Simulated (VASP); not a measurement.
# ZnSe (F-43m) in VASP: a series of runs

ZnSe is run at these levels: PBE+D3(BJ); tasks: single point.

All numbers are computed with VASP 6.6.1; they aren't measurements. Logs are shortened: lines on timing, memory, paths and dates and some standing lists are left out, and cuts for length are marked.

## 1. The cell of the first run

It takes space group F-43m (No. 216, cubic). Conventional cell: a = 5.767 Å, b = 5.767 Å, c = 5.767 Å, α = 90.00°, β = 90.00°, γ = 90.00°. Within 3.3 Å of Zn (site symmetry -43m) lie 4 Se at 2.50 Å. Within 3.3 Å of Se (site symmetry -43m) lie 4 Zn at 2.50 Å.

## 2. Single point, PBE+D3(BJ)

INCAR reads:

```
PREC = Accurate ; ENCUT = 500
EDIFF = 1E-6 ; ISMEAR = 0
SIGMA = 0.01 ; LREAL = False
LASPH = True ; NELM = 120
ALGO = Normal ; ISIF = 2
LWAVE = False ; LCHARG = True
GGA = PE ; IVDW = 12
LELF = True ; LVHAR = True
NBANDS = 16 ; GGA_COMPAT = False
```

KPOINTS reads:

```
Automatic mesh
0
Gamma
  6 6 6
```

POSCAR reads:

```
ZnSe
1.0
    0.0000000000      2.8833086747      2.8833086747
    2.8833086747      0.0000000000      2.8833086747
    2.8833086747      2.8833086747      0.0000000000
Zn Se
1 1
Direct
    0.0000000000      0.0000000000      0.0000000000
    0.2500000000      0.2500000000      0.2500000000
```

Potentials or basis: VASP PAW PBE potentials, release 64 (Zn, Se).

Started as:

```console
cat potpaw_PBE.64/Zn/POTCAR potpaw_PBE.64/Se/POTCAR > POTCAR
mpirun -np 1 vasp_std > vasp.out
```

OUTCAR:

```text
PREC = Accurate
   ENCUT = 500
   EDIFF = 1E-6
   ISMEAR = 0
   LREAL = False
   LASPH = True
   NELM = 120
   ISIF = 2
   GGA = PE
   IVDW = 12
 IVDW          = 12

 ion  position               nearest neighbor table
   1  0.000  0.000  0.000-   2 2.50   2 2.50   2 2.50   2 2.50
   2  0.250  0.250  0.250-   1 2.50   1 2.50   1 2.50   1 2.50

  LATTYP: Found a face centered cubic cell.
 ALAT       =     5.7666173494

  Lattice vectors:

 A1 = (   0.0000000000,   2.8833086747,   2.8833086747)
 A2 = (   2.8833086747,   0.0000000000,   2.8833086747)
 A3 = (   2.8833086747,   2.8833086747,   0.0000000000)

Analysis of symmetry for initial positions (statically):
=====================================================================
 Subroutine PRICEL returns:
 Original cell was already a primitive cell.

 Routine SETGRP: Setting up the symmetry group for a
 face centered cubic supercell.

 Subroutine GETGRP returns: Found 24 space group operations
 (whereof 24 operations were pure point group operations)
 out of a pool of 48 trial point group operations.

The static configuration has the point symmetry T_d .

Analysis of symmetry for dynamics (positions and initial velocities):
=====================================================================
 Subroutine PRICEL returns:
 Original cell was already a primitive cell.

 Routine SETGRP: Setting up the symmetry group for a
 face centered cubic supercell.

 Subroutine GETGRP returns: Found 24 space group operations
 (whereof 24 operations were pure point group operations)
 out of a pool of 48 trial point group operations.

The dynamic configuration has the point symmetry T_d .

 Subroutine INISYM returns: Found 24 space group operations
 (whereof 24 operations are pure point group operations),
 and found     1 'primitive' translations

----------------------------------------------------------------------------------------

                                     Primitive cell

  volume of cell :      47.9406

  direct lattice vectors                    reciprocal lattice vectors
     0.000000000  2.883308675  2.883308675    -0.173411888  0.173411888  0.173411888
     2.883308675  0.000000000  2.883308675     0.173411888 -0.173411888  0.173411888
     2.883308675  2.883308675  0.000000000     0.173411888  0.173411888 -0.173411888

  length of vectors
     4.077614232  4.077614232  4.077614232     0.300358200  0.300358200  0.300358200

  position of ions in fractional coordinates (direct lattice)
     0.000000000  0.000000000  0.000000000
     0.250000000  0.250000000  0.250000000

  ion indices of the primitive-cell ions
   primitive index   ion index
                 1           1
                 2           2

----------------------------------------------------------------------------------------

 KPOINTS: Automatic mesh

Automatic generation of k-mesh.
 Grid dimensions read from file:
 generate k-points for:    6    6    6

 Generating k-lattice:

  Cartesian coordinates                     Fractional coordinates (reciprocal lattice)
    -0.028901981  0.028901981  0.028901981     0.166666667  0.000000000  0.000000000
     0.028901981 -0.028901981  0.028901981     0.000000000  0.166666667  0.000000000
     0.028901981  0.028901981 -0.028901981     0.000000000  0.000000000  0.166666667

  Length of vectors
     0.050059700  0.050059700  0.050059700

  Shift w.r.t. Gamma in fractional coordinates (k-lattice)
     0.000000000  0.000000000  0.000000000

 Subroutine IBZKPT returns following result:
 ===========================================

 Found     16 irreducible k-points:

 Following reciprocal coordinates:
            Coordinates               Weight
  0.000000  0.000000  0.000000      1.000000
  0.166667  0.000000  0.000000      8.000000
  0.333333  0.000000  0.000000      8.000000
  0.500000  0.000000  0.000000      4.000000
  0.166667  0.166667  0.000000      6.000000
  0.333333  0.166667  0.000000     24.000000
[... 8 lines left out ...]
 -0.333333  0.333333  0.166667     24.000000
 -0.333333  0.500000  0.166667     12.000000
   k-points           NKPTS =     16   k-points in BZ     NKDIM =     16   number of bands    NBANDS=     16
   number of dos      NEDOS =    301   number of ions     NIONS =      2
   total plane-waves  NPLWV =  27000
   dimension x,y,z NGX =    30 NGY =   30 NGZ =   30
   dimension x,y,z NGXF=    60 NGYF=   60 NGZF=   60
   ions per type =               1   1
   NGX,Y,Z   is equivalent  to a cutoff of  12.23, 12.23, 12.23 a.u.
   NGXF,Y,Z  is equivalent  to a cutoff of  24.46, 24.46, 24.46 a.u.
 SYSTEM =  unknown system
   PREC   = accura    normal or accurate (medium, high low for compatibility)
   ISTART =      0    job   : 0-new  1-cont  2-samecut
   ICHARG =      2    charge: 1-file 2-atom 10-const
   ISPIN  =      1    spin polarized calculation?
   LNONCOLLINEAR =      F non collinear calculations
   LSORBIT =      F    spin-orbit coupling
   LASPH  =      T    aspherical Exc in radial PAW
   ENCUT  =  500.0 eV  36.75 Ry    6.06 a.u.   7.43  7.43  7.43*2*pi/ulx,y,z
   NELM   =    120;   NELMIN=  2; NELMDL= -5     # of ELM steps
   EDIFF  = 0.1E-05   stopping-criterion for ELM
   LREAL  =      F    real-space projection
   EDIFFG = 0.1E-04   stopping-criterion for IOM
   NSW    =      0    number of steps for IOM
   IBRION =     -1    ionic relax: 0-MD 1-quasi-New 2-CG
   NFREE  =      0    steps in history (QN), initial steepest desc. (CG)
   ISIF   =      2    stress and relaxation
   ISYM   =      2    0-nonsym 1-usesym 2-fastsym
   POTIM  = 0.5000    time-step for ionic-motion
   TEBEG  =    0.0;   TEEND  =   0.0 temperature during run
   PSTRESS=    0.0 pullay stress
   NELECT =      18.0000    total number of electrons
   NUPDOWN=      -1.0000    fix difference up-down
   EMIN   =  10.00;   EMAX   =-10.00  energy-range for DOS
   EFERMI =   0.00;   METHOD = LEGACY
   ISMEAR =     0;   SIGMA  =   0.01  broadening in eV -4-tet -1-fermi 0-gaus
   EFERMI_NEDOS =   21; number of points for ismear=-14 and -15
   IALGO  =     38    algorithm
   IMIX   =      4    mixing-type and parameters
     AMIX     =   0.40;   BMIX     =  1.00
     AMIX_MAG =   1.60;   BMIX_MAG =  1.00
  volume/ion in A,a.u.               =      23.97       161.76
  Fermi-wavevector in a.u.,A,eV,Ry     =   1.181040  2.231842 18.978154  1.394855
  Thomas-Fermi vector in A             =   2.317321
   LORBIT       =      0    0 simple, 1 ext, 2 COOP (PROOUT), +10 PAW based schemes
   GGA     = PE    functional components
   LHFCALC =     F    Hartree Fock is set to
   AEXX    =    0.0000 exact exchange contribution
   IVDW    =    12    specifies the selected vdW correction
   LEPSILON=     F    determine dielectric tensor
   LRPA    =     F    only Hartree local field effects (RPA)
 non-spin polarized calculation
 Gauss-broadening in eV      SIGMA  =   0.01
  energy-cutoff  :      500.00
  volume of cell :       47.94
 maximum number of plane-waves:      1243
 NGX is ok and might be reduce to    30
   NGX = 15   NGY = 15   NGZ = 15

 number of electron      18.0000008 magnetization

 Free energy of the ion-electron system (eV)
  ---------------------------------------------------
  ext. energy  EPLUGINS =         0.00000000
  ---------------------------------------------------
  free energy    TOTEN  =        -6.02590511 eV

  energy without entropy =       -6.02590511  energy(sigma->0) =       -6.02590511

 E-fermi :   1.2326     XC(G=0):  -9.0848

 val. band max:        1.1848965275   @ k =   0.0000   0.0000   0.0000
 cond. band min:       2.2681312704   @ k =   0.0000   0.0000   0.0000
 fundamental gap:      1.0832347429
 Fermi energy:         1.2325512207

 k-point     1 :       0.0000    0.0000    0.0000
  band No.  band energies     occupation
      1     -11.7542      2.00000
      2      -5.1893      2.00000
      3      -5.1893      2.00000
      4      -5.1893      2.00000
      5      -4.8653      2.00000
      6      -4.8653      2.00000
[... 8 lines left out ...]
     15      12.5339      0.00000
     16      12.5339      0.00000

 k-point     2 :       0.1667    0.0000    0.0000
  band No.  band energies     occupation
      1     -11.5970      2.00000
      2      -5.1685      2.00000
      3      -5.1658      2.00000
      4      -5.1658      2.00000
      5      -4.8666      2.00000
      6      -4.8666      2.00000
[... 8 lines left out ...]
     15      11.5862      0.00000
     16      12.0341      0.00000

 k-point     3 :       0.3333    0.0000    0.0000
  band No.  band energies     occupation
      1     -11.2475      2.00000
      2      -5.1261      2.00000
      3      -5.1261      2.00000
      4      -5.0164      2.00000
      5      -4.8595      2.00000
      6      -4.8595      2.00000
[... 8 lines left out ...]
     15      12.1281      0.00000
     16      12.1281      0.00000

 k-point     4 :       0.5000    0.0000    0.0000
  band No.  band energies     occupation
      1     -11.0505      2.00000
      2      -5.1115      2.00000
      3      -5.1115      2.00000
      4      -4.8493      2.00000
      5      -4.8493      2.00000
      6      -4.7244      2.00000
[... 8 lines left out ...]
     15      14.0746      0.00000
     16      14.0746      0.00000
[... 172 lines left out ...]
 k-point    14 :       0.5000    0.3333    0.1667
  band No.  band energies     occupation
      1     -11.0061      2.00000
      2      -5.0975      2.00000
      3      -5.0654      2.00000
      4      -4.9692      2.00000
      5      -4.8501      2.00000
      6      -4.8004      2.00000
[... 8 lines left out ...]
     15      13.7992      0.00000
     16      15.1645      0.00000

 k-point    15 :      -0.3333    0.3333    0.1667
  band No.  band energies     occupation
      1     -10.8719      2.00000
      2      -5.0834      2.00000
      3      -5.0408      2.00000
      4      -4.8949      2.00000
      5      -4.8685      2.00000
      6      -4.6498      2.00000
[... 8 lines left out ...]
     15      13.9855      0.00000
     16      14.8993      0.00000

 k-point    16 :      -0.3333    0.5000    0.1667
  band No.  band energies     occupation
      1     -10.8094      2.00000
      2      -5.0887      2.00000
      3      -5.0004      2.00000
      4      -4.9327      2.00000
      5      -4.8517      2.00000
      6      -4.6280      2.00000
[... 8 lines left out ...]
     15      14.6584      0.00000
     16      15.0868      0.00000

------------------------ aborting loop because EDIFF is reached ----------------------------------------

 Edisp (eV)   -0.60814

 E8    (eV) :    -0.2537

  FORCE on cell =-STRESS in cart. coord.  units (eV):
  Direction    XX          YY          ZZ          XY          YZ          ZX
  --------------------------------------------------------------------------------------
  -------------------------------------------------------------------------------------
  Total      -0.90882    -0.90882    -0.90882    -0.00000     0.00000    -0.00000
  in kB     -30.37283   -30.37283   -30.37283    -0.00000     0.00000    -0.00000
  external pressure =      -30.37 kB  Pullay stress =        0.00 kB

 VOLUME and BASIS-vectors are now :
 -----------------------------------------------------------------------------
  energy-cutoff  :      500.00
  volume of cell :       47.94
      direct lattice vectors                 reciprocal lattice vectors
     0.000000000  2.883308675  2.883308675    -0.173411888  0.173411888  0.173411888
     2.883308675  0.000000000  2.883308675     0.173411888 -0.173411888  0.173411888
     2.883308675  2.883308675  0.000000000     0.173411888  0.173411888 -0.173411888

 POSITION                                       TOTAL-FORCE (eV/Angst)
 -----------------------------------------------------------------------------------
      0.00000      0.00000      0.00000        -0.000000     -0.000000     -0.000000
      1.44165      1.44165      1.44165         0.000000      0.000000      0.000000
 -----------------------------------------------------------------------------------
    total drift:                               -0.000000     -0.000000     -0.000000

  FREE ENERGIE OF THE ION-ELECTRON SYSTEM (eV)
  ---------------------------------------------------
  free  energy   TOTEN  =        -6.6340460445 eV

  energy  without entropy=       -6.6340460445  energy(sigma->0) =       -6.63404604
```

Run time: 14 s. Hardware: 1 thread of Intel Xeon Platinum 8259CL at 2.50GHz (Skylake/Cascade Lake), shared host; peak memory 0.17 GiB.

What came out:

```yaml
Free_energy: -6.6340 eV
Pressure: -3.0 GPa
Band_gap_on_the_k_mesh: 1.08 eV
Dispersion_energy_per_atom: -0.304 eV
```

Levels at points of the mesh, in eV from the valence-band top:
```tsv
k point	band 7	band 8	band 9	band 10	band 11	band 12
(0.00, 0.00, 0.00)	0.00	0.00	0.00	1.08	5.81	5.81
(0.50, 0.00, 0.00)	-4.91	-0.80	-0.80	2.45	6.38	6.38
(0.50, 0.50, 0.00)	-4.53	-2.01	-2.01	3.10	3.45	10.37
```

Caveat: the cell stands under tension. As with any semilocal functional, this PBE gap is likely too small.

[end of part 1 of 2]
